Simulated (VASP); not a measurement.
# KTaO3 (P1) in VASP: single point with PBE

Aim: the single point of KTaO3 with PBE.

Everything below comes from runs of VASP 6.6.1. Logs are shortened: lines on timing, memory, paths and dates and some standing lists are left out, and cuts for length are marked.

## (1) The cell of the first run

The typed cell holds 5 atoms: a = 3.977 Å, b = 4.076 Å, c = 3.960 Å, α = 90.12°, β = 91.41°, γ = 90.66°.

## (2) Single point, PBE (atoms moved at random and the cell strained at random)

Contents of INCAR:

```
SYSTEM = KTaO3
PREC = Accurate ; ENCUT = 520
EDIFF = 1E-7 ; ISMEAR = 0
SIGMA = 0.05 ; LREAL = .False.
LASPH = .True. ; NELM = 80
ALGO = Normal ; ISIF = 2
LWAVE = .False. ; LCHARG = .True.
GGA = PE ; LELF = .True.
LVHAR = .True. ; NBANDS = 27
```

Contents of KPOINTS:

```
regular mesh
0
Gamma
  8 8 8
  0 0 0
```

Contents of POSCAR:

```
KTaO3
1.0
    3.9770525144     -0.0231654046     -0.0486873661
   -0.0231654046      4.0754865376     -0.0043798270
   -0.0486873661     -0.0043798270      3.9600244195
K Ta O
1 1 3
Direct
    0.0090374173      0.0086276986     -0.0162298671
    0.4904242569      0.5179172444      0.4868784320
    0.0001860168      0.4844798419      0.5265159640
    0.5134207577      0.4979418574     -0.0016283847
    0.4869315513     -0.0089666423      0.5044638558
```

Potentials or basis: VASP PAW PBE potentials, release 64 (K_sv, Ta_pv, O).

Launch:

```sh
$ cat potpaw_PBE.64/K_sv/POTCAR potpaw_PBE.64/Ta_pv/POTCAR potpaw_PBE.64/O/POTCAR > POTCAR
$ mpirun -np 1 vasp_std > vasp.out
```

OUTCAR:

```text
SYSTEM = KTaO3
   PREC = Accurate
   ENCUT = 520
   EDIFF = 1E-7
   ISMEAR = 0
   LREAL = .False.
   LASPH = .True.
   NELM = 80
   ISIF = 2
   GGA = PE

 ion  position               nearest neighbor table
   1  0.009  0.009  0.984-   3 2.66   5 2.72   5 2.77   5 2.78   3 2.80   4 2.81   4 2.82   4 2.85
                             2 3.40   2 3.41   2 3.43   2 3.44   2 3.46   2 3.51   2 3.51   2 3.58
   2  0.490  0.518  0.487-   5 1.93   4 1.94   3 1.96   4 2.03   3 2.04   5 2.15   1 3.40   1 3.41
                             1 3.43   1 3.44   1 3.46   1 3.51   1 3.51   1 3.58
   3  0.000  0.484  0.527-   2 1.96   2 2.04   1 2.66   1 2.80
   4  0.513  0.498  0.998-   2 1.94   2 2.03   1 2.81   1 2.82   1 2.85
   5  0.487  0.991  0.504-   2 1.93   2 2.15   1 2.72   1 2.77   1 2.78

  LATTYP: Found a triclinic cell.
 ALAT       =     3.9603261287
 B/A-ratio  =     1.4345432394
 C/A-ratio  =     1.7292542184
 COS(alpha) =     0.0004263961
 COS(beta)  =     0.5627835997
 COS(gamma) =     0.7142566657

  Lattice vectors:

 A1 = (   0.0486873661,   0.0043798270,  -3.9600244195)
 A2 = (   4.0257398805,  -0.0187855776,  -4.0087117856)
 A3 = (  -3.9051997437,  -4.0479413060,  -3.9069572264)

Analysis of symmetry for initial positions (statically):
=====================================================================
 Subroutine PRICEL returns:
 Original cell was already a primitive cell.

 Routine SETGRP: Setting up the symmetry group for a
 triclinic supercell.

 Subroutine GETGRP returns: Found  1 space group operations
 (whereof  1 operations were pure point group operations)
 out of a pool of  2 trial point group operations.

The static configuration has the point symmetry C_1 .

Analysis of symmetry for dynamics (positions and initial velocities):
=====================================================================
 Subroutine PRICEL returns:
 Original cell was already a primitive cell.

 Routine SETGRP: Setting up the symmetry group for a
 triclinic supercell.

 Subroutine GETGRP returns: Found  1 space group operations
 (whereof  1 operations were pure point group operations)
 out of a pool of  2 trial point group operations.

The dynamic configuration has the point symmetry C_1 .

 Subroutine INISYM returns: Found  1 space group operations
 (whereof  1 operations are pure point group operations),
 and found     1 'primitive' translations
[... 94 lines left out ...]
   ICHARG =      2    charge: 1-file 2-atom 10-const
   ISPIN  =      1    spin polarized calculation?
   LNONCOLLINEAR =      F non collinear calculations
   LSORBIT =      F    spin-orbit coupling
   LASPH  =      T    aspherical Exc in radial PAW
   ENCUT  =  520.0 eV  38.22 Ry    6.18 a.u.   7.40  7.58  7.36*2*pi/ulx,y,z
   NELM   =     80;   NELMIN=  2; NELMDL= -5     # of ELM steps
   EDIFF  = 0.1E-06   stopping-criterion for ELM
   LREAL  =      F    real-space projection
   EDIFFG = 0.1E-05   stopping-criterion for IOM
   NSW    =      0    number of steps for IOM
   IBRION =     -1    ionic relax: 0-MD 1-quasi-New 2-CG
   NFREE  =      0    steps in history (QN), initial steepest desc. (CG)
   ISIF   =      2    stress and relaxation
   ISYM   =      2    0-nonsym 1-usesym 2-fastsym
   POTIM  = 0.5000    time-step for ionic-motion
   TEBEG  =    0.0;   TEEND  =   0.0 temperature during run
   PSTRESS=    0.0 pullay stress
   NELECT =      38.0000    total number of electrons
   NUPDOWN=      -1.0000    fix difference up-down
   EMIN   =  10.00;   EMAX   =-10.00  energy-range for DOS
   EFERMI =   0.00;   METHOD = LEGACY
   ISMEAR =     0;   SIGMA  =   0.05  broadening in eV -4-tet -1-fermi 0-gaus
   EFERMI_NEDOS =   21; number of points for ismear=-14 and -15
   IALGO  =     38    algorithm
   IMIX   =      4    mixing-type and parameters
     AMIX     =   0.40;   BMIX     =  1.00
     AMIX_MAG =   1.60;   BMIX_MAG =  1.00
  volume/ion in A,a.u.               =      12.83        86.61
  Fermi-wavevector in a.u.,A,eV,Ry     =   1.374727  2.597858 25.713316  1.889875
  Thomas-Fermi vector in A             =   2.500128
   LORBIT       =      0    0 simple, 1 ext, 2 COOP (PROOUT), +10 PAW based schemes
   GGA     = PE    functional components
   LHFCALC =     F    Hartree Fock is set to
   AEXX    =    0.0000 exact exchange contribution
   IVDW    =     0    specifies the selected vdW correction
   LEPSILON=     F    determine dielectric tensor
   LRPA    =     F    only Hartree local field effects (RPA)
 non-spin polarized calculation
 Gauss-broadening in eV      SIGMA  =   0.05
  energy-cutoff  :      520.00
  volume of cell :       64.17
 maximum number of plane-waves:      1753
 NGX is ok and might be reduce to    30
   NGX = 15   NGY = 15   NGZ = 15

 number of electron      38.0000000 magnetization

 Free energy of the ion-electron system (eV)
  ---------------------------------------------------
  ext. energy  EPLUGINS =         0.00000000
  ---------------------------------------------------
  free energy    TOTEN  =       -40.94956278 eV

  energy without entropy =      -40.94956278  energy(sigma->0) =      -40.94956278

 E-fermi :   1.9804     XC(G=0): -10.8099

 val. band max:        1.7395296955   @ k =   0.5000   0.5000   0.5000
 cond. band min:       4.0174463928   @ k =   0.0000   0.0000   0.0000
 fundamental gap:      2.2779166973
 Fermi energy:         1.9804206235

 k-point     1 :       0.0000    0.0000    0.0000
  band No.  band energies     occupation
      1     -32.4142      2.00000
      2     -32.4044      2.00000
      3     -32.3893      2.00000
      4     -25.5939      2.00000
      5     -15.8152      2.00000
      6     -15.1211      2.00000
[... 709 lines left out ...]
     26      11.5464      0.00000
     27      12.2606      0.00000

 [... further k-points ...]
[... 5 lines left out ...]
  --------------------------------------------------------------------------------------
  -------------------------------------------------------------------------------------
  Total        1.8913082      0.4155338      3.2614227      0.4185214     -0.0664047      0.9175367
  in kB       47.2187590     10.3742946     81.4252979     10.4488848     -1.6578711     22.9073963
  external PRESSURE =      46.3394505 kB  Pullay stress =       0.0000000 kB

 VOLUME and BASIS-vectors are now :
 -----------------------------------------------------------------------------
  energy-cutoff  :      520.00
  volume of cell :       64.17
      direct lattice vectors                 reciprocal lattice vectors
     3.977052514 -0.023165405 -0.048687366     0.251488711  0.001432807  0.003093566
    -0.023165405  4.075486538 -0.004379827     0.001432807  0.245377932  0.000289006
    -0.048687366 -0.004379827  3.960024419     0.003093566  0.000289006  0.252562049

 POSITION                                       TOTAL-FORCE (eV/Angst)
 -----------------------------------------------------------------------------------
     -0.01215      0.03064      3.89528        -0.235251     -0.046830      0.192741
      1.91474      2.09727      1.90190         0.226016      0.015645      0.199071
     -0.03612      1.97218      2.08289        -0.057842      0.158062     -0.604881
      1.98176      2.01309      3.92640        -0.163840     -0.090238      0.479367
      1.88903      4.02545      1.96964         0.230917     -0.036638     -0.266298
 -----------------------------------------------------------------------------------
    total drift:                                0.000283      0.000171      0.000376

  FREE ENERGIE OF THE ION-ELECTRON SYSTEM (eV)
  ---------------------------------------------------
  free  energy   TOTEN  =       -40.9495627787 eV

  energy  without entropy=      -40.9495627787  energy(sigma->0) =      -40.94956278
```

OSZICAR:

```text
N       E                     dE             d eps       ncg     rms          rms(c)
DAV:   1     0.321319856321E+03    0.32132E+03   -0.21187E+04 14040   0.143E+03
DAV:   2    -0.310644646028E+02   -0.35238E+03   -0.34225E+03 16674   0.402E+02
DAV:   3    -0.489752851950E+02   -0.17911E+02   -0.17830E+02 18138   0.881E+01
DAV:   4    -0.495169436086E+02   -0.54166E+00   -0.54097E+00 24085   0.120E+01
DAV:   5    -0.495195369460E+02   -0.25933E-02   -0.25930E-02 17562   0.883E-01    0.339E+01
DAV:   6    -0.411856417417E+02    0.83339E+01   -0.35202E+01 16620   0.400E+01    0.128E+01
DAV:   7    -0.410180363723E+02    0.16761E+00   -0.19436E+00 18391   0.889E+00    0.941E+00
DAV:   8    -0.409759032087E+02    0.42133E-01   -0.44408E-01 17892   0.564E+00    0.348E+00
DAV:   9    -0.409511465550E+02    0.24757E-01   -0.43882E-02 17583   0.170E+00    0.515E-01
DAV:  10    -0.409495572719E+02    0.15893E-02   -0.14938E-02 19255   0.784E-01    0.961E-02
DAV:  11    -0.409495320752E+02    0.25197E-04   -0.10953E-03 18570   0.217E-01    0.312E-02
DAV:  12    -0.409495516814E+02   -0.19606E-04   -0.48307E-05 18019   0.589E-02    0.152E-02
DAV:  13    -0.409495627744E+02   -0.11093E-04   -0.12760E-05 19340   0.256E-02    0.450E-03
DAV:  14    -0.409495627787E+02   -0.42760E-08   -0.38223E-07 17846   0.486E-03
   1 F= -.40949563E+02 E0= -.40949563E+02  d E =-.728087E-14
```

Run time: 12 min. Hardware: 1 thread of AMD EPYC 7R13, shared host; peak memory 0.47 GiB.

Results:

```yaml
Free_energy: -40.9496 eV
Pressure: 4.6 GPa
Largest_force: 0.628 eV/Å
Band_gap_on_the_k_mesh: 2.28 eV, indirect (least direct gap 3.04 eV)
```

Forces on the atoms (eV/Å):
```
K   -0.235 -0.047  0.193
Ta   0.226  0.016  0.199
O   -0.058  0.158 -0.605
O   -0.164 -0.090  0.479
O    0.231 -0.037 -0.266
```

Caveat: the cell differs from its parent crystal (atoms moved at random and the cell strained at random); spin-orbit coupling is left out, which moves the levels of the heavy elements. A k mesh can miss the band edges.
